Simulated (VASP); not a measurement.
# In (P6_3/mmc) in VASP: further runs

Runs on In. Level: PBE. Tasks: single point.

All numbers are computed with VASP 6.6.1; they aren't measurements. Logs are shortened: lines on timing, memory, paths and dates and some standing lists are left out, and cuts for length are marked.

## 1. The cell of the first run

The structure is hexagonal, space group P6_3/mmc (No. 194). The conventional cell has a = 3.488 Å, b = 3.488 Å, c = 5.670 Å, α = 90.00°, β = 90.00°, γ = 120.00°. Within 4.6 Å of In (site symmetry -6m2) lie 12 In at 3.48 to 3.49 Å.

## 2. Single point, PBE (volume scaled by 1.08)

Contents of INCAR:

```
  PREC = Accurate
  ENCUT = 520
  EDIFF = 1E-6
  ISMEAR = -1
  SIGMA = 0.1
  LREAL = False
  LASPH = True
  NELM = 100
  ALGO = Normal
  ISIF = 2
  LWAVE = False
  LCHARG = True
  GGA = PE
  LELF = True
  LVHAR = True
  NBANDS = 20
```

Contents of KPOINTS:

```
Automatic mesh
0
Gamma
  12 12 7
```

Contents of POSCAR:

```
In
1.0
    3.4884173904      0.0000000000      0.0000000000
   -1.7442086952      3.0210580791      0.0000000000
    0.0000000000      0.0000000000      5.6696097594
In
2
Direct
    0.3333333333      0.6666666667      0.2500000000
    0.6666666667      0.3333333333      0.7500000000
```

Potentials or basis: VASP PAW PBE potentials, release 64 (In_d).

Started as:

```
$ cat potpaw_PBE.64/In_d/POTCAR > POTCAR
$ mpirun -np 1 vasp_std > vasp.out
```

OUTCAR:

```text
PREC = Accurate
   ENCUT = 520
   EDIFF = 1E-6
   ISMEAR = -1
   LREAL = False
   LASPH = True
   NELM = 100
   ISIF = 2
   GGA = PE

 ion  position               nearest neighbor table
   1  0.333  0.667  0.250-   2 3.48   2 3.48   2 3.48   2 3.48   2 3.48   2 3.48
   2  0.667  0.333  0.750-   1 3.48   1 3.48   1 3.48   1 3.48   1 3.48   1 3.48

  LATTYP: Found a hexagonal cell.
 ALAT       =     3.4884173904
 C/A-ratio  =     1.6252670265

  Lattice vectors:

 A1 = (   3.4884173904,   0.0000000000,   0.0000000000)
 A2 = (  -1.7442086952,   3.0210580791,   0.0000000000)
 A3 = (   0.0000000000,   0.0000000000,   5.6696097594)

Analysis of symmetry for initial positions (statically):
=====================================================================
 Subroutine PRICEL returns:
 Original cell was already a primitive cell.

 Routine SETGRP: Setting up the symmetry group for a
 hexagonal supercell.

 Subroutine GETGRP returns: Found 24 space group operations
 (whereof 12 operations were pure point group operations)
 out of a pool of 24 trial point group operations.

The static configuration has the point symmetry D_3d.
 The point group associated with its full space group is D_6h.

Analysis of symmetry for dynamics (positions and initial velocities):
=====================================================================
 Subroutine PRICEL returns:
 Original cell was already a primitive cell.

 Routine SETGRP: Setting up the symmetry group for a
 hexagonal supercell.

 Subroutine GETGRP returns: Found 24 space group operations
 (whereof 12 operations were pure point group operations)
 out of a pool of 24 trial point group operations.

The dynamic configuration has the point symmetry D_3d.
 The point group associated with its full space group is D_6h.

 Subroutine INISYM returns: Found 24 space group operations
 (whereof 12 operations are pure point group operations),
 and found     1 'primitive' translations

----------------------------------------------------------------------------------------

                                     Primitive cell

  volume of cell :      59.7504

  direct lattice vectors                    reciprocal lattice vectors
     3.488417390  0.000000000  0.000000000     0.286662944  0.165504928  0.000000000
    -1.744208695  3.021058079  0.000000000     0.000000000  0.331009856  0.000000000
     0.000000000  0.000000000  5.669609759     0.000000000  0.000000000  0.176378982

  length of vectors
     3.488417390  3.488417390  5.669609759     0.331009856  0.331009856  0.176378982

  position of ions in fractional coordinates (direct lattice)
     0.333333333  0.666666667  0.250000000
     0.666666667  0.333333333  0.750000000

  ion indices of the primitive-cell ions
   primitive index   ion index
                 1           1
                 2           2

----------------------------------------------------------------------------------------

 KPOINTS: Automatic mesh

Automatic generation of k-mesh.
 Grid dimensions read from file:
 generate k-points for:   12   12    7

 Generating k-lattice:

  Cartesian coordinates                     Fractional coordinates (reciprocal lattice)
     0.023888579  0.013792077  0.000000000     0.083333333  0.000000000  0.000000000
     0.000000000  0.027584155  0.000000000     0.000000000  0.083333333  0.000000000
     0.000000000  0.000000000  0.025196997     0.000000000  0.000000000  0.142857143

  Length of vectors
     0.027584155  0.027584155  0.025196997

  Shift w.r.t. Gamma in fractional coordinates (k-lattice)
     0.000000000  0.000000000  0.000000000

 Subroutine IBZKPT returns following result:
 ===========================================

 Found     76 irreducible k-points:

 Following reciprocal coordinates:
            Coordinates               Weight
  0.000000  0.000000  0.000000      1.000000
  0.083333  0.000000  0.000000      6.000000
  0.166667  0.000000  0.000000      6.000000
  0.250000  0.000000  0.000000      6.000000
  0.333333 -0.000000  0.000000      6.000000
  0.416667  0.000000  0.000000      6.000000
[... 16 lines left out ...]
  0.250000  0.000000  0.142857     12.000000
  0.333333 -0.000000  0.142857     12.000000
 [... further k-points ...]
   k-points           NKPTS =     76   k-points in BZ     NKDIM =     76   number of bands    NBANDS=     20
   number of dos      NEDOS =    301   number of ions     NIONS =      2
   total plane-waves  NPLWV =  32928
   dimension x,y,z NGX =    28 NGY =   28 NGZ =   42
   dimension x,y,z NGXF=    56 NGYF=   56 NGZF=   84
   ions per type =               2
   NGX,Y,Z   is equivalent  to a cutoff of  13.34, 13.34, 12.32 a.u.
   NGXF,Y,Z  is equivalent  to a cutoff of  26.69, 26.69, 24.63 a.u.
 SYSTEM =  unknown system
   PREC   = accura    normal or accurate (medium, high low for compatibility)
   ISTART =      0    job   : 0-new  1-cont  2-samecut
   ICHARG =      2    charge: 1-file 2-atom 10-const
   ISPIN  =      1    spin polarized calculation?
   LNONCOLLINEAR =      F non collinear calculations
   LSORBIT =      F    spin-orbit coupling
   LASPH  =      T    aspherical Exc in radial PAW
   ENCUT  =  520.0 eV  38.22 Ry    6.18 a.u.   6.49  6.49 10.54*2*pi/ulx,y,z
   NELM   =    100;   NELMIN=  2; NELMDL= -5     # of ELM steps
   EDIFF  = 0.1E-05   stopping-criterion for ELM
   LREAL  =      F    real-space projection
   EDIFFG = 0.1E-04   stopping-criterion for IOM
   NSW    =      0    number of steps for IOM
   IBRION =     -1    ionic relax: 0-MD 1-quasi-New 2-CG
   NFREE  =      0    steps in history (QN), initial steepest desc. (CG)
   ISIF   =      2    stress and relaxation
   ISYM   =      2    0-nonsym 1-usesym 2-fastsym
   POTIM  = 0.5000    time-step for ionic-motion
   TEBEG  =    0.0;   TEEND  =   0.0 temperature during run
   PSTRESS=    0.0 pullay stress
   NELECT =      26.0000    total number of electrons
   NUPDOWN=      -1.0000    fix difference up-down
   EMIN   =  10.00;   EMAX   =-10.00  energy-range for DOS
   EFERMI =   0.00;   METHOD = LEGACY
   ISMEAR =    -1;   SIGMA  =   0.10  broadening in eV -4-tet -1-fermi 0-gaus
   EFERMI_NEDOS =   21; number of points for ismear=-14 and -15
   IALGO  =     38    algorithm
   IMIX   =      4    mixing-type and parameters
     AMIX     =   0.40;   BMIX     =  1.00
     AMIX_MAG =   1.60;   BMIX_MAG =  1.00
  volume/ion in A,a.u.               =      29.88       201.61
  Fermi-wavevector in a.u.,A,eV,Ry     =   1.240564  2.344325 20.939341  1.538998
  Thomas-Fermi vector in A             =   2.374999
   LORBIT       =      0    0 simple, 1 ext, 2 COOP (PROOUT), +10 PAW based schemes
   GGA     = PE    functional components
   LHFCALC =     F    Hartree Fock is set to
   AEXX    =    0.0000 exact exchange contribution
   IVDW    =     0    specifies the selected vdW correction
   LEPSILON=     F    determine dielectric tensor
   LRPA    =     F    only Hartree local field effects (RPA)
 non-spin polarized calculation
  energy-cutoff  :      520.00
  volume of cell :       59.75
 maximum number of plane-waves:      1653
 NGX is ok and might be reduce to    28
   NGX = 13   NGY = 13   NGZ = 21

 number of electron      26.0000001 magnetization

 Free energy of the ion-electron system (eV)
  ---------------------------------------------------
  ext. energy  EPLUGINS =         0.00000000
  ---------------------------------------------------
  free energy    TOTEN  =        -5.09400439 eV

  energy without entropy =       -5.06169977  energy(sigma->0) =       -5.07785208

 E-fermi :   6.1293     XC(G=0):  -9.6385

 val. band max:        6.0846564808   @ k =   0.2500   0.2500   0.1429
 cond. band min:       6.1355852236   @ k =   0.0833   0.0000   0.2857
 fundamental gap:      0.0509287428
 Fermi energy:         6.1292701118

 k-point     1 :       0.0000    0.0000    0.0000
  band No.  band energies     occupation
      1      -8.4405      2.00000
      2      -8.4074      2.00000
      3      -8.3897      2.00000
      4      -8.3897      2.00000
      5      -8.3705      2.00000
      6      -8.3705      2.00000
[... 12 lines left out ...]
     19      16.5460      0.00000
     20      16.5723      0.00000

 k-point     2 :       0.0833    0.0000    0.0000
  band No.  band energies     occupation
      1      -8.4369      2.00000
      2      -8.4121      2.00000
      3      -8.3794      2.00000
      4      -8.3762      2.00000
      5      -8.3679      2.00000
      6      -8.3575      2.00000
[... 12 lines left out ...]
     19      16.5410      0.00000
     20      17.2624      0.00000

 k-point     3 :       0.1667    0.0000    0.0000
  band No.  band energies     occupation
      1      -8.4515      2.00000
      2      -8.3999      2.00000
      3      -8.3745      2.00000
      4      -8.3601      2.00000
      5      -8.3525      2.00000
      6      -8.3391      2.00000
[... 12 lines left out ...]
     19      15.4392      0.00000
     20      17.2154      0.00000

 k-point     4 :       0.2500    0.0000    0.0000
  band No.  band energies     occupation
      1      -8.4806      2.00000
      2      -8.3946      2.00000
      3      -8.3908      2.00000
      4      -8.3701      2.00000
      5      -8.3574      2.00000
      6      -8.2916      2.00000
[... 12 lines left out ...]
     19      14.8122      0.00000
     20      16.7126      0.00000

 k-point     5 :       0.3333   -0.0000    0.0000
  band No.  band energies     occupation
      1      -8.5090      2.00000
      2      -8.4247      2.00000
      3      -8.4053      2.00000
      4      -8.3866      2.00000
      5      -8.3274      2.00000
      6      -8.2857      2.00000
[... 12 lines left out ...]
     19      14.1928      0.00000
     20      16.2079      0.00000
[... 353 lines left out ...]
      6      -8.3617      2.00000
[... 12 lines left out ...]
     19      16.1978      0.00000
     20      17.1535      0.00000

 k-point    22 :       0.1667    0.0000    0.1429
  band No.  band energies     occupation
      1      -8.4498      2.00000
      2      -8.4004      2.00000
      3      -8.3893      2.00000
      4      -8.3631      2.00000
      5      -8.3626      2.00000
      6      -8.3262      2.00000
[... 12 lines left out ...]
     19      15.1052      0.00000
     20      17.0784      0.00000

 k-point    23 :       0.2500    0.0000    0.1429
  band No.  band energies     occupation
      1      -8.4775      2.00000
      2      -8.4062      2.00000
      3      -8.3983      2.00000
      4      -8.3653      2.00000
      5      -8.3452      2.00000
      6      -8.2984      2.00000
[... 12 lines left out ...]
     19      14.4033      0.00000
     20      16.1654      0.00000

 k-point    24 :       0.3333   -0.0000    0.1429
  band No.  band energies     occupation
      1      -8.5045      2.00000
      2      -8.4347      2.00000
      3      -8.4090      2.00000
      4      -8.3780      2.00000
      5      -8.3231      2.00000
      6      -8.2993      2.00000
[... 12 lines left out ...]
     19      13.7891      0.00000
     20      15.7030      0.00000

 [... further k-points ...]
[... 5 lines left out ...]
  --------------------------------------------------------------------------------------
  -------------------------------------------------------------------------------------
  Total       -0.7338575     -0.7338575     -0.9609767      0.0000000     -0.0000000      0.0000000
  in kB      -19.6780297    -19.6780297    -25.7681199      0.0000000     -0.0000000      0.0000000
  external PRESSURE =     -21.7080598 kB  Pullay stress =       0.0000000 kB

 VOLUME and BASIS-vectors are now :
 -----------------------------------------------------------------------------
  energy-cutoff  :      520.00
  volume of cell :       59.75
      direct lattice vectors                 reciprocal lattice vectors
     3.488417390  0.000000000  0.000000000     0.286662944  0.165504928  0.000000000
    -1.744208695  3.021058079  0.000000000     0.000000000  0.331009856  0.000000000
     0.000000000  0.000000000  5.669609759     0.000000000  0.000000000  0.176378982

 POSITION                                       TOTAL-FORCE (eV/Angst)
 -----------------------------------------------------------------------------------
     -0.00000      2.01404      1.41740        -0.000000      0.000000      0.000000
      1.74421      1.00702      4.25221         0.000000     -0.000000      0.000000
 -----------------------------------------------------------------------------------
    total drift:                               -0.000000      0.000000      0.000000

  FREE ENERGIE OF THE ION-ELECTRON SYSTEM (eV)
  ---------------------------------------------------
  free  energy   TOTEN  =        -5.0940043908 eV

  energy  without entropy=       -5.0616997659  energy(sigma->0) =       -5.07785208
```

It took 38 s on 1 thread of Intel Xeon 6975P-C (Granite Rapids), shared host; peak memory 0.21 GiB.

What came out:

```yaml
Free_energy: -5.0940 eV
Pressure: -2.2 GPa
Band_gap_on_the_k_mesh: zero (band 13 reaches 8.50 eV, above the bottom of band 14 at 4.19 eV)
```

Caveat: spin-orbit coupling is left out, which moves the levels of the heavy elements.

## 3. Single point, PBE (volume scaled by 1.12)

Contents of INCAR:

```
SYSTEM = In
PREC = Accurate
ENCUT = 520
EDIFF = 1E-7
ISMEAR = -1
SIGMA = 0.1
LREAL = .False.
LASPH = .True.
NELM = 80
ALGO = Normal
ISIF = 2
LWAVE = .False.
LCHARG = .True.
GGA = PE
LELF = .True.
LVHAR = .True.
NBANDS = 20
```

Contents of KPOINTS:

```
Automatic mesh
0
Gamma
  12 12 7
  0 0 0
```

Contents of POSCAR:

```
In
1.0
    3.5309632590      0.0000000000      0.0000000000
   -1.7654816295      3.0579038821      0.0000000000
    0.0000000000      0.0000000000      5.7387581567
In
2
Direct
    0.3333333333      0.6666666667      0.2500000000
    0.6666666667      0.3333333333      0.7500000000
```

Potentials or basis: VASP PAW PBE potentials, release 64 (In_d).

Started as:

```
$ cat potpaw_PBE.64/In_d/POTCAR > POTCAR
$ mpirun -np 1 vasp_std > vasp.out
```

OUTCAR:

```text
SYSTEM = In
   PREC = Accurate
   ENCUT = 520
   EDIFF = 1E-7
   ISMEAR = -1
   LREAL = .False.
   LASPH = .True.
   NELM = 80
   ISIF = 2
   GGA = PE

 ion  position               nearest neighbor table
   1  0.333  0.667  0.250-   2 3.52   2 3.52   2 3.52   2 3.52   2 3.52   2 3.52
   2  0.667  0.333  0.750-   1 3.52   1 3.52   1 3.52   1 3.52   1 3.52   1 3.52

  LATTYP: Found a hexagonal cell.
 ALAT       =     3.5309632590
 C/A-ratio  =     1.6252670265

  Lattice vectors:

 A1 = (   3.5309632590,   0.0000000000,   0.0000000000)
 A2 = (  -1.7654816295,   3.0579038821,   0.0000000000)
 A3 = (   0.0000000000,   0.0000000000,   5.7387581567)

Analysis of symmetry for initial positions (statically):
=====================================================================
 Subroutine PRICEL returns:
 Original cell was already a primitive cell.

 Routine SETGRP: Setting up the symmetry group for a
 hexagonal supercell.

 Subroutine GETGRP returns: Found 24 space group operations
 (whereof 12 operations were pure point group operations)
[... 155 lines left out ...]

 number of electron      26.0000009 magnetization

 Free energy of the ion-electron system (eV)
  ---------------------------------------------------
  ext. energy  EPLUGINS =         0.00000000
  ---------------------------------------------------
  free energy    TOTEN  =        -5.05973660 eV

  energy without entropy =       -5.02598866  energy(sigma->0) =       -5.04286263

 E-fermi :   5.7794     XC(G=0):  -9.4753

 val. band max:        5.7781269906   @ k =   0.0833   0.0000   0.2857
 cond. band min:       5.8211681276   @ k =   0.4167   0.0000   0.2857
 fundamental gap:      0.0430411371
 Fermi energy:         5.7793592787

 k-point     1 :       0.0000    0.0000    0.0000
  band No.  band energies     occupation
      1      -8.7676      2.00000
      2      -8.7413      2.00000
      3      -8.7254      2.00000
      4      -8.7254      2.00000
      5      -8.7084      2.00000
      6      -8.7084      2.00000
[... 541 lines left out ...]
     19      13.1977      0.00000
     20      15.1574      0.00000

 [... further k-points ...]
[... 5 lines left out ...]
  --------------------------------------------------------------------------------------
  -------------------------------------------------------------------------------------
  Total       -1.0437765     -1.0437765     -1.2758131      0.0000000      0.0000000      0.0000000
  in kB      -26.9887743    -26.9887743    -32.9885083      0.0000000      0.0000000      0.0000000
  external PRESSURE =     -28.9886856 kB  Pullay stress =       0.0000000 kB

 VOLUME and BASIS-vectors are now :
 -----------------------------------------------------------------------------
  energy-cutoff  :      520.00
  volume of cell :       61.96
      direct lattice vectors                 reciprocal lattice vectors
     3.530963259  0.000000000  0.000000000     0.283208838  0.163510699  0.000000000
    -1.765481629  3.057903882  0.000000000     0.000000000  0.327021397  0.000000000
     0.000000000  0.000000000  5.738758157     0.000000000  0.000000000  0.174253727

 POSITION                                       TOTAL-FORCE (eV/Angst)
 -----------------------------------------------------------------------------------
     -0.00000      2.03860      1.43469         0.000000     -0.000000      0.000000
      1.76548      1.01930      4.30407        -0.000000      0.000000      0.000000
 -----------------------------------------------------------------------------------
    total drift:                               -0.000000      0.000000      0.000000

  FREE ENERGIE OF THE ION-ELECTRON SYSTEM (eV)
  ---------------------------------------------------
  free  energy   TOTEN  =        -5.0597365985 eV

  energy  without entropy=       -5.0259886561  energy(sigma->0) =       -5.04286263
```

stdout:

```text
POSCAR found type information on POSCAR In
 POSCAR found :  1 types and       2 ions
 scaLAPACK will be used
 LDA part: xc-table for (Slater+PW92), standard interpolation
 POSCAR, INCAR and KPOINTS ok, starting setup
 FFT: planning ... GRIDC
 FFT: planning ... GRID_SOFT
 FFT: planning ... GRID
 WAVECAR not read
 entering main loop
```

Run time: 61 s. Hardware: 1 thread of Intel Xeon 6975P-C (Granite Rapids), shared host; peak memory 0.22 GiB.

Results:

```yaml
Free_energy: -5.0597 eV
Pressure: -2.9 GPa
Band_gap_on_the_k_mesh: zero (band 13 reaches 8.05 eV, above the bottom of band 14 at 3.93 eV)
```

Caveat: spin-orbit coupling is left out, which moves the levels of the heavy elements.
